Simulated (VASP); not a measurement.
# Bi (Im-3m) in VASP: a series of runs, part 3 of 3

VASP 6.6.1. Earlier steps stand in the parts before.

## 6. Single point, PBE

Contents of INCAR:

```
SYSTEM = Bi
ALGO = Normal
EDIFF = 1E-6
ENCUT = 500
GGA = PE
GGA_COMPAT = .FALSE.
ISIF = 2
ISMEAR = 0
LASPH = .TRUE.
LCHARG = .TRUE.
LELF = .TRUE.
LREAL = .FALSE.
LVHAR = .TRUE.
LWAVE = .FALSE.
NBANDS = 14
NELM = 120
PREC = Accurate
SIGMA = 0.017
```

Contents of KPOINTS:

```
k-points
0
G
  9 9 9
  0 0 0
```

Contents of POSCAR:

```
Bi
1.0
   -1.9814305318      1.9814305318      1.9814305318
    1.9814305318     -1.9814305318      1.9814305318
    1.9814305318      1.9814305318     -1.9814305318
Bi
1
Direct
    0.0000000000      0.0000000000      0.0000000000
```

Potentials or basis: VASP PAW PBE potentials, release 64 (Bi_d).

Started as:

```console
cat potpaw_PBE.64/Bi_d/POTCAR > POTCAR
mpirun -np 1 vasp_std > vasp.out
```

OUTCAR:

```text
SYSTEM = Bi
   EDIFF = 1E-6
   ENCUT = 500
   GGA = PE
   ISIF = 2
   ISMEAR = 0
   LASPH = .TRUE.
   LREAL = .FALSE.
   NELM = 120
   PREC = Accurate

 ion  position               nearest neighbor table
   1  0.000  0.000  0.000-

  LATTYP: Found a body centered cubic cell.
 ALAT       =     3.9628610636

  Lattice vectors:

 A1 = (  -1.9814305318,   1.9814305318,   1.9814305318)
 A2 = (   1.9814305318,  -1.9814305318,   1.9814305318)
 A3 = (   1.9814305318,   1.9814305318,  -1.9814305318)

Analysis of symmetry for initial positions (statically):
=====================================================================
 Subroutine PRICEL returns:
 Original cell was already a primitive cell.

 Routine SETGRP: Setting up the symmetry group for a
 body centered cubic supercell.

 Subroutine GETGRP returns: Found 48 space group operations
[... 9 lines left out ...]

 Routine SETGRP: Setting up the symmetry group for a
 body centered cubic supercell.

 Subroutine GETGRP returns: Found 48 space group operations
[... 11 lines left out ...]
                                     Primitive cell

  volume of cell :      31.1169

  direct lattice vectors                    reciprocal lattice vectors
    -1.981430532  1.981430532  1.981430532     0.000000000  0.252342937  0.252342937
     1.981430532 -1.981430532  1.981430532     0.252342937  0.000000000  0.252342937
     1.981430532  1.981430532 -1.981430532     0.252342937  0.252342937  0.000000000

  length of vectors
     3.431938353  3.431938353  3.431938353     0.356866804  0.356866804  0.356866804

  position of ions in fractional coordinates (direct lattice)
     0.000000000  0.000000000  0.000000000

  ion indices of the primitive-cell ions
   primitive index   ion index
                 1           1

----------------------------------------------------------------------------------------

 KPOINTS: k-points

Automatic generation of k-mesh.
 Grid dimensions read from file:
 generate k-points for:    9    9    9

 Generating k-lattice:

  Cartesian coordinates                     Fractional coordinates (reciprocal lattice)
     0.000000000  0.028038104  0.028038104     0.111111111  0.000000000  0.000000000
     0.028038104  0.000000000  0.028038104     0.000000000  0.111111111  0.000000000
     0.028038104  0.028038104  0.000000000     0.000000000  0.000000000  0.111111111

  Length of vectors
     0.039651867  0.039651867  0.039651867

  Shift w.r.t. Gamma in fractional coordinates (k-lattice)
     0.000000000  0.000000000  0.000000000

 Subroutine IBZKPT returns following result:
 ===========================================

 Found     35 irreducible k-points:

 Following reciprocal coordinates:
            Coordinates               Weight
  0.000000  0.000000  0.000000      1.000000
  0.111111  0.000000  0.000000     12.000000
  0.222222  0.000000  0.000000     12.000000
  0.333333  0.000000  0.000000     12.000000
  0.444444  0.000000  0.000000     12.000000
  0.111111  0.111111  0.000000     24.000000
[... 16 lines left out ...]
 -0.333333  0.444444  0.111111     48.000000
 -0.444444 -0.444444  0.111111     24.000000
 [... further k-points ...]
   k-points           NKPTS =     35   k-points in BZ     NKDIM =     35   number of bands    NBANDS=     14
   number of dos      NEDOS =    301   number of ions     NIONS =      1
   total plane-waves  NPLWV =  21952
   dimension x,y,z NGX =    28 NGY =   28 NGZ =   28
   dimension x,y,z NGXF=    56 NGYF=   56 NGZF=   56
   ions per type =               1
   NGX,Y,Z   is equivalent  to a cutoff of  13.56, 13.56, 13.56 a.u.
   NGXF,Y,Z  is equivalent  to a cutoff of  27.13, 27.13, 27.13 a.u.
 SYSTEM =  Bi
   PREC   = accura    normal or accurate (medium, high low for compatibility)
   ISTART =      0    job   : 0-new  1-cont  2-samecut
   ICHARG =      2    charge: 1-file 2-atom 10-const
   ISPIN  =      1    spin polarized calculation?
   LNONCOLLINEAR =      F non collinear calculations
   LSORBIT =      F    spin-orbit coupling
   LASPH  =      T    aspherical Exc in radial PAW
   ENCUT  =  500.0 eV  36.75 Ry    6.06 a.u.   6.26  6.26  6.26*2*pi/ulx,y,z
   NELM   =    120;   NELMIN=  2; NELMDL= -5     # of ELM steps
   EDIFF  = 0.1E-05   stopping-criterion for ELM
   LREAL  =      F    real-space projection
   EDIFFG = 0.1E-04   stopping-criterion for IOM
   NSW    =      0    number of steps for IOM
   IBRION =     -1    ionic relax: 0-MD 1-quasi-New 2-CG
[... 8 lines left out ...]
   EMIN   =  10.00;   EMAX   =-10.00  energy-range for DOS
   EFERMI =   0.00;   METHOD = LEGACY
   ISMEAR =     0;   SIGMA  =   0.02  broadening in eV -4-tet -1-fermi 0-gaus
   EFERMI_NEDOS =   21; number of points for ismear=-14 and -15
   IALGO  =     38    algorithm
   IMIX   =      4    mixing-type and parameters
     AMIX     =   0.40;   BMIX     =  1.00
     AMIX_MAG =   1.60;   BMIX_MAG =  1.00
  volume/ion in A,a.u.               =      31.12       209.99
  Fermi-wavevector in a.u.,A,eV,Ry     =   1.283630  2.425708 22.418388  1.647705
  Thomas-Fermi vector in A             =   2.415871
   LORBIT       =      0    0 simple, 1 ext, 2 COOP (PROOUT), +10 PAW based schemes
   GGA     = PE    functional components
   LHFCALC =     F    Hartree Fock is set to
   AEXX    =    0.0000 exact exchange contribution
   IVDW    =     0    specifies the selected vdW correction
   LEPSILON=     F    determine dielectric tensor
   LRPA    =     F    only Hartree local field effects (RPA)
 non-spin polarized calculation
 Gauss-broadening in eV      SIGMA  =   0.02
  energy-cutoff  :      500.00
  volume of cell :       31.12
 maximum number of plane-waves:       802
 NGX is ok and might be reduce to    28
   NGX = 13   NGY = 13   NGZ = 13

 number of electron      14.9999994 magnetization

 Free energy of the ion-electron system (eV)
  ---------------------------------------------------
  ext. energy  EPLUGINS =         0.00000000
  ---------------------------------------------------
  free energy    TOTEN  =        -3.76706425 eV

  energy without entropy =       -3.76676293  energy(sigma->0) =       -3.76691359

 E-fermi :   7.9353     XC(G=0): -10.2914

 val. band max:        7.9101494928   @ k =   0.2222   0.0000   0.0000
 cond. band min:       7.9408697913   @ k =  -0.2222   0.2222   0.1111
 fundamental gap:      0.0307202985
 Fermi energy:         7.9353014452

 k-point     1 :       0.0000    0.0000    0.0000
  band No.  band energies     occupation
      1     -15.1158      2.00000
      2     -15.1158      2.00000
      3     -15.1158      2.00000
      4     -14.9878      2.00000
      5     -14.9878      2.00000
      6      -5.5996      2.00000
      7      13.0412      0.00000
      8      13.0412      0.00000
      9      13.0412      0.00000
     10      17.0520      0.00000
     11      18.3960      0.00000
     12      18.3960      0.00000
     13      18.3960      0.00000
     14      19.5992      0.00000

 k-point     2 :       0.1111    0.0000    0.0000
  band No.  band energies     occupation
      1     -15.1204      2.00000
      2     -15.1079      2.00000
      3     -15.0916      2.00000
      4     -14.9931      2.00000
      5     -14.9888      2.00000
      6      -5.3750      2.00000
      7      11.0301      0.00000
      8      12.3995      0.00000
      9      12.8396      0.00000
     10      16.7262      0.00000
     11      17.4814      0.00000
     12      18.1414      0.00000
     13      18.6134      0.00000
     14      20.5295      0.00000

 k-point     3 :       0.2222    0.0000    0.0000
  band No.  band energies     occupation
      1     -15.1321      2.00000
      2     -15.0922      2.00000
      3     -15.0297      2.00000
      4     -15.0031      2.00000
      5     -14.9910      2.00000
      6      -4.7178      2.00000
      7       7.9101      1.96359
      8      11.1849      0.00000
      9      12.3209      0.00000
     10      15.2795      0.00000
     11      16.5041      0.00000
     12      18.3027      0.00000
     13      19.8217      0.00000
     14      22.5821      0.00000
[... 324 lines left out ...]
 k-point    23 :      -0.3333    0.4444    0.1111
  band No.  band energies     occupation
      1     -15.1027      2.00000
      2     -15.0678      2.00000
      3     -15.0221      2.00000
      4     -15.0034      2.00000
      5     -14.9367      2.00000
      6      -2.6845      2.00000
      7       4.4543      2.00000
      8       7.4444      2.00000
      9      10.6317      0.00000
     10      15.1903      0.00000
     11      16.1412      0.00000
     12      19.2692      0.00000
     13      19.5550      0.00000
     14      23.2110      0.00000

 k-point    24 :      -0.4444   -0.4444    0.1111
  band No.  band energies     occupation
      1     -15.1052      2.00000
      2     -15.0715      2.00000
      3     -15.0285      2.00000
      4     -14.9919      2.00000
      5     -14.9175      2.00000
      6      -2.1288      2.00000
      7       3.5506      2.00000
      8       7.0743      2.00000
      9      10.5585      0.00000
     10      15.3114      0.00000
     11      16.7700      0.00000
     12      17.8311      0.00000
     13      19.3042      0.00000
     14      25.6237      0.00000

 [... further k-points ...]
[... 5 lines left out ...]
  --------------------------------------------------------------------------------------
  -------------------------------------------------------------------------------------
  Total        0.1578490      0.1578490      0.1578490      0.0000000     -0.0000000      0.0000000
  in kB        8.1274769      8.1274769      8.1274769      0.0000000     -0.0000000      0.0000000
  external PRESSURE =       8.1274769 kB  Pullay stress =       0.0000000 kB

 VOLUME and BASIS-vectors are now :
 -----------------------------------------------------------------------------
  energy-cutoff  :      500.00
  volume of cell :       31.12
      direct lattice vectors                 reciprocal lattice vectors
    -1.981430532  1.981430532  1.981430532     0.000000000  0.252342937  0.252342937
     1.981430532 -1.981430532  1.981430532     0.252342937  0.000000000  0.252342937
     1.981430532  1.981430532 -1.981430532     0.252342937  0.252342937  0.000000000

 POSITION                                       TOTAL-FORCE (eV/Angst)
 -----------------------------------------------------------------------------------
      0.00000      0.00000      0.00000        -0.000000      0.000000     -0.000000
 -----------------------------------------------------------------------------------
    total drift:                               -0.000000     -0.000000     -0.000000

  FREE ENERGIE OF THE ION-ELECTRON SYSTEM (eV)
  ---------------------------------------------------
  free  energy   TOTEN  =        -3.7670642529 eV

  energy  without entropy=       -3.7667629289  energy(sigma->0) =       -3.76691359
```

OSZICAR:

```text
N       E                     dE             d eps       ncg     rms          rms(c)
DAV:   1     0.114941244292E+03    0.11494E+03   -0.76235E+03   994   0.119E+03
DAV:   2     0.272145217757E+01   -0.11222E+03   -0.10819E+03  1088   0.334E+02
DAV:   3    -0.361470649730E+01   -0.63362E+01   -0.63192E+01  1208   0.778E+01
DAV:   4    -0.376377142867E+01   -0.14906E+00   -0.14904E+00  1272   0.127E+01
DAV:   5    -0.376987301347E+01   -0.61016E-02   -0.61015E-02  1354   0.238E+00    0.458E-01
DAV:   6    -0.376708310959E+01    0.27899E-02   -0.81865E-03  1398   0.118E+00    0.275E-01
DAV:   7    -0.376698530582E+01    0.97804E-04   -0.48947E-03  1298   0.959E-01    0.814E-02
DAV:   8    -0.376706736562E+01   -0.82060E-04   -0.54811E-04  1282   0.338E-01    0.107E-02
DAV:   9    -0.376706487005E+01    0.24956E-05   -0.13077E-05  1330   0.483E-02    0.550E-03
DAV:  10    -0.376706425291E+01    0.61715E-06   -0.22241E-06  1274   0.164E-02
   1 F= -.37670643E+01 E0= -.37669136E+01  d E =-.301324E-03
```

stdout:

```text
POSCAR found type information on POSCAR Bi
 POSCAR found :  1 types and       1 ions
 scaLAPACK will be used
 LDA part: xc-table for (Slater+PW92), standard interpolation
 POSCAR, INCAR and KPOINTS ok, starting setup
 FFT: planning ... GRIDC
 FFT: planning ... GRID_SOFT
 FFT: planning ... GRID
 WAVECAR not read
 entering main loop
```

Wall time 29 s (1 thread of Intel Xeon 8259CL, shared host); peak memory 0.16 GiB.

What came out:

- Free energy: -3.7671 eV
- Pressure: 0.8 GPa

Caveat: spin-orbit coupling is left out, which moves the levels of the heavy elements.

## 7. Summary

| task | level | cell | cutoff (eV) | smearing | gap on the mesh (eV) | pressure (GPa) |
| --- | --- | --- | --- | --- | --- | --- |
| relaxation of cell and atoms | PBEsol | relaxed to 5 GPa | 600 | fermi-dirac 0.05 eV | none | 5.1 |
| relaxation of cell and atoms | PBEsol | relaxed to 20 GPa | 600 | fermi-dirac 0.05 eV | none | 20.0 |
| single point | PBE | as given | 500 | gaussian 0.013 eV | none | 0.8 |
| single point | PBE | as given | 500 | gaussian 0.015 eV | none | 0.8 |
| single point | PBE | as given | 500 | gaussian 0.017 eV | none | 0.8 |

Alike in all rows: potentials or basis VASP PAW PBE potentials, release 64 (Bi_d); no spin polarisation; k mesh 9 × 9 × 9.

Every run on the cell as given and a fine mesh finds a metal.

Caveats: spin-orbit coupling is left out, which moves the levels of the heavy elements; the cell is relaxed towards a set pressure, so the enthalpy falls and the energy may rise (some runs); the PAW data sets were made with another functional, which shifts forces and pressure a little (some runs).

Total energies depend on the potentials used, so only differences within one code and one set of settings carry meaning.
